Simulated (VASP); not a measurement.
# ZnS (P6_3mc) in VASP: settings compared, part 2 of 2

VASP 6.6.1. The steps go on from the part before.

### Step 3. Electric field gradients, r2SCAN

The input, POSCAR:

```
ZnS
1.0
    3.8120000000      0.0000000000      0.0000000000
   -1.9060000000      3.3012888392      0.0000000000
    0.0000000000      0.0000000000     18.6899900000
Zn S
6 6
Direct
    0.0000000000      0.0000000000      0.0000095315
    0.0000000000      0.0000000000      0.5000095315
    0.3333333333      0.6666666667      0.1667493155
    0.6666666667      0.3333333333      0.6667493155
    0.6666666667      0.3333333333      0.3332585095
    0.3333333333      0.6666666667      0.8332585095
    0.0000000000      0.0000000000      0.1251054012
    0.0000000000      0.0000000000      0.6251054012
    0.3333333333      0.6666666667      0.2916746837
    0.6666666667      0.3333333333      0.7916746837
    0.6666666667      0.3333333333      0.4582025586
    0.3333333333      0.6666666667      0.9582025586
```

The input, INCAR.step1:

```
SYSTEM = ZnS
PREC = Accurate
ENCUT = 440
ISMEAR = -1
SIGMA = 0.02
LREAL = .FALSE.
LASPH = .TRUE.
NELM = 120
NBANDS = 66
GGA = PE
ALGO = Normal
EDIFF = 1E-5
LWAVE = .TRUE.
LCHARG = .FALSE.
GGA_COMPAT = .FALSE.
```

The input, INCAR.step2:

```
SYSTEM = ZnS
PREC = Accurate
ENCUT = 440
EDIFF = 1E-7
ISMEAR = -1
SIGMA = 0.02
LREAL = .FALSE.
LASPH = .TRUE.
NELM = 120
ALGO = Normal
ISIF = 2
LWAVE = .FALSE.
LCHARG = .FALSE.
METAGGA = R2SCAN
LMIXTAU = .TRUE.
LEFG = .TRUE.
NBANDS = 66
ISTART = 1
GGA_COMPAT = .FALSE.
```

The input, KPOINTS:

```
Automatic mesh
0
G
  8 8 2
  0 0 0
```

Potentials or basis: VASP PAW PBE potentials, release 64 (Zn, S).

The run is started by

```
$ cat potpaw_PBE.64/Zn/POTCAR potpaw_PBE.64/S/POTCAR > POTCAR
$ cp INCAR.step1 INCAR
$ mpirun -np 1 vasp_std > vasp.out
$ cp INCAR.step2 INCAR
$ mpirun -np 1 vasp_std > vasp.out
```

OUTCAR:

```text
SYSTEM = ZnS
   PREC = Accurate
   ENCUT = 440
   EDIFF = 1E-7
   ISMEAR = -1
   LREAL = .FALSE.
   LASPH = .TRUE.
   NELM = 120
   ISIF = 2
   METAGGA = R2SCAN
   ISTART = 1

 ion  position               nearest neighbor table
   1  0.000  0.000  0.000-  12 2.34  12 2.34  12 2.34   7 2.34
   2  0.000  0.000  0.500-  11 2.34  11 2.34  11 2.34   8 2.34
   3  0.333  0.667  0.167-   7 2.33   7 2.33   7 2.33   9 2.33
   4  0.667  0.333  0.667-   8 2.33   8 2.33   8 2.33  10 2.33
   5  0.667  0.333  0.333-   9 2.33   9 2.33   9 2.33  11 2.34
   6  0.333  0.667  0.833-  10 2.33  10 2.33  10 2.33  12 2.34
   7  0.000  0.000  0.125-   3 2.33   3 2.33   3 2.33   1 2.34
   8  0.000  0.000  0.625-   4 2.33   4 2.33   4 2.33   2 2.34
   9  0.333  0.667  0.292-   5 2.33   5 2.33   5 2.33   3 2.33
  10  0.667  0.333  0.792-   6 2.33   6 2.33   6 2.33   4 2.33
  11  0.667  0.333  0.458-   5 2.34   2 2.34   2 2.34   2 2.34
  12  0.333  0.667  0.958-   6 2.34   1 2.34   1 2.34   1 2.34

  LATTYP: Found a hexagonal cell.
 ALAT       =     3.8120000000
 C/A-ratio  =     4.9029354669

  Lattice vectors:

 A1 = (   3.8120000000,   0.0000000000,   0.0000000000)
 A2 = (  -1.9060000000,   3.3012888392,   0.0000000000)
 A3 = (   0.0000000000,   0.0000000000,  18.6899900000)

Analysis of symmetry for initial positions (statically):
=====================================================================
 Subroutine PRICEL returns:
 Original cell was already a primitive cell.

 Routine SETGRP: Setting up the symmetry group for a
 hexagonal supercell.

 Subroutine GETGRP returns: Found 12 space group operations
 (whereof  6 operations were pure point group operations)
 out of a pool of 24 trial point group operations.

The static configuration has the point symmetry C_3v.
 The point group associated with its full space group is C_6v.

Analysis of symmetry for dynamics (positions and initial velocities):
=====================================================================
 Subroutine PRICEL returns:
 Original cell was already a primitive cell.

 Routine SETGRP: Setting up the symmetry group for a
 hexagonal supercell.

 Subroutine GETGRP returns: Found 12 space group operations
 (whereof  6 operations were pure point group operations)
 out of a pool of 24 trial point group operations.

The dynamic configuration has the point symmetry C_3v.
 The point group associated with its full space group is C_6v.

 Subroutine INISYM returns: Found 12 space group operations
 (whereof  6 operations are pure point group operations),
 and found     1 'primitive' translations

----------------------------------------------------------------------------------------

                                     Primitive cell

  volume of cell :     235.2044

  direct lattice vectors                    reciprocal lattice vectors
     3.812000000  0.000000000  0.000000000     0.262329486  0.151455999  0.000000000
    -1.906000000  3.301288839  0.000000000     0.000000000  0.302911999  0.000000000
[... 153 lines left out ...]
 Fermi energy:         2.3403780636

 k-point     1 :       0.0000    0.0000    0.0000
  band No.  band energies     occupation
      1     -11.8326      2.00000
      2     -11.6257      2.00000
      3     -11.6190      2.00000
      4     -11.1514      2.00000
      5     -11.1426      2.00000
      6     -10.8732      2.00000
[... 1369 lines left out ...]
     65       8.9663      0.00000
     66       8.9663      0.00000

------------------------ aborting loop because EDIFF is reached ----------------------------------------

  FORCE on cell =-STRESS in cart. coord.  units (eV):
  Direction    XX          YY          ZZ          XY          YZ          ZX
  --------------------------------------------------------------------------------------
  -------------------------------------------------------------------------------------
  Total       -0.4143115     -0.4143115     -0.3127308      0.0000000      0.0000000      0.0000000
  in kB       -2.8222282     -2.8222282     -2.1302756      0.0000000      0.0000000      0.0000000
  external PRESSURE =      -2.5915773 kB  Pullay stress =       0.0000000 kB

 VOLUME and BASIS-vectors are now :
 -----------------------------------------------------------------------------
  energy-cutoff  :      440.00
  volume of cell :      235.20
      direct lattice vectors                 reciprocal lattice vectors
     3.812000000  0.000000000  0.000000000     0.262329486  0.151455999  0.000000000
    -1.906000000  3.301288839  0.000000000     0.000000000  0.302911999  0.000000000
     0.000000000  0.000000000 18.689990000     0.000000000  0.000000000  0.053504577

 POSITION                                       TOTAL-FORCE (eV/Angst)
 -----------------------------------------------------------------------------------
      0.00000      0.00000      0.00018        -0.000000      0.000000      0.005783
      0.00000      0.00000      9.34517         0.000000     -0.000000      0.005783
     -0.00000      2.20086      3.11654        -0.000000     -0.000000      0.022263
      1.90600      1.10043     12.46154         0.000000      0.000000      0.022263
      1.90600      1.10043      6.22860         0.000000     -0.000000     -0.022117
     -0.00000      2.20086     15.57359        -0.000000      0.000000     -0.022117
      0.00000      0.00000      2.33822         0.000000     -0.000000      0.005097
      0.00000      0.00000     11.68321        -0.000000      0.000000      0.005097
     -0.00000      2.20086      5.45140        -0.000000      0.000000      0.000992
      1.90600      1.10043     14.79639        -0.000000      0.000000      0.000992
      1.90600      1.10043      8.56380        -0.000000      0.000000     -0.012019
     -0.00000      2.20086     17.90880        -0.000000     -0.000000     -0.012019
 -----------------------------------------------------------------------------------
    total drift:                               -0.000001     -0.000002     -0.015030

  FREE ENERGIE OF THE ION-ELECTRON SYSTEM (eV)
  ---------------------------------------------------
  free  energy   TOTEN  =      -113.1703509122 eV

  energy  without entropy=     -113.1703509122  energy(sigma->0) =     -113.17035091

 Electric field gradients (V/A^2)
---------------------------------------------------------------------
 ion       V_xx      V_yy      V_zz      V_xy      V_xz      V_yz
---------------------------------------------------------------------
   1       0.272     0.273    -0.545     0.001    -0.000     0.000
   2       0.272     0.273    -0.545     0.001     0.000    -0.000
   3      -0.357    -0.351     0.708     0.006    -0.000     0.000
   4      -0.357    -0.351     0.708     0.006     0.000    -0.000
   5      -0.269    -0.263     0.532     0.006    -0.000     0.000
   6      -0.269    -0.263     0.532     0.006     0.000    -0.000
   7      -0.887    -0.887     1.774     0.000     0.000    -0.000
   8      -0.887    -0.887     1.774     0.000    -0.000     0.000
   9      -0.016    -0.016     0.032    -0.000    -0.000     0.000
  10      -0.016    -0.016     0.032    -0.000     0.000    -0.000
  11      -0.271    -0.271     0.542    -0.000     0.000    -0.000
  12      -0.271    -0.271     0.542    -0.000    -0.000     0.000
---------------------------------------------------------------------

 Electric field gradients after diagonalization (V/A^2)
 (convention: |V_zz| > |V_xx| > |V_yy|)
----------------------------------------------------------------------
 ion       V_xx      V_yy      V_zz     asymmetry (V_yy - V_xx)/ V_zz
----------------------------------------------------------------------
   1       0.274     0.271    -0.545       0.005
   2       0.274     0.271    -0.545       0.005
   3      -0.361    -0.347     0.708       0.019
   4      -0.361    -0.347     0.708       0.019
   5      -0.273    -0.259     0.532       0.025
   6      -0.273    -0.259     0.532       0.025
   7      -0.887    -0.886     1.774       0.001
   8      -0.887    -0.886     1.774       0.001
   9      -0.017    -0.016     0.032       0.031
  10      -0.017    -0.016     0.032       0.031
  11      -0.272    -0.271     0.542       0.002
  12      -0.272    -0.271     0.542       0.002
----------------------------------------------------------------------

           NMR quadrupolar parameters

 Cq : quadrupolar parameter    Cq=e*Q*V_zz/h
 eta: asymmetry parameters     (V_yy - V_xx)/ V_zz
 Q  : nuclear electric quadrupole moment in mb (millibarn)
----------------------------------------------------------------------
 ion       Cq(MHz)       eta       Q (mb)
----------------------------------------------------------------------
   1      -0.001       0.005       1.000
   2      -0.001       0.005       1.000
   3       0.002       0.019       1.000
   4       0.002       0.019       1.000
   5       0.001       0.025       1.000
   6       0.001       0.025       1.000
   7       0.004       0.001       1.000
   8       0.004       0.001       1.000
   9       0.000       0.031       1.000
  10       0.000       0.031       1.000
  11       0.001       0.002       1.000
  12       0.001       0.002       1.000
----------------------------------------------------------------------
```

Run time: 15 min. Hardware: 1 thread of AMD EPYC 9R45 (Zen 5), shared host; peak memory 0.41 GiB.

What came out:

| Quantity | Value |
| --- | --- |
| Free energy | -113.1704 eV |
| Pressure | -0.3 GPa |
| Largest force | 0.022 eV/Å |
| Band gap on the k mesh | 2.73 eV |
| Largest electric field gradient by atom | Zn -0.5, +0.7, +0.5 (each value once); S +1.8, +0.0, +0.5 (each value once) V/Å² |

Forces in eV/Å, atoms in the order of the input:
```
Zn   0.000  0.000  0.006
Zn   0.000  0.000  0.006
Zn   0.000  0.000  0.022
Zn   0.000  0.000  0.022
Zn   0.000  0.000 -0.022
Zn   0.000  0.000 -0.022
S    0.000  0.000  0.005
S    0.000  0.000  0.005
S    0.000  0.000  0.001
S    0.000  0.000  0.001
S    0.000  0.000 -0.012
S    0.000  0.000 -0.012
```

Electric field gradients, principal values (V/Å²):
| atom | least | middle | greatest (by size) |
| --- | --- | --- | --- |
| 1 Zn | 0.271 | 0.274 | -0.545 |
| 2 Zn | 0.271 | 0.274 | -0.545 |
| 3 Zn | -0.347 | -0.361 | 0.708 |
| 4 Zn | -0.347 | -0.361 | 0.708 |
| 5 Zn | -0.259 | -0.273 | 0.532 |
| 6 Zn | -0.259 | -0.273 | 0.532 |
| 7 S | -0.886 | -0.887 | 1.774 |
| 8 S | -0.886 | -0.887 | 1.774 |
| 9 S | -0.016 | -0.017 | 0.032 |
| 10 S | -0.016 | -0.017 | 0.032 |
| 11 S | -0.271 | -0.272 | 0.542 |
| 12 S | -0.271 | -0.272 | 0.542 |

Caveat: without QUAD_EFG the Cq values of the log hold for a quadrupole moment of 1 mb, not for the nuclei; the PAW data sets were made with another functional, which shifts forces and pressure a little. A k mesh can miss the band edges.
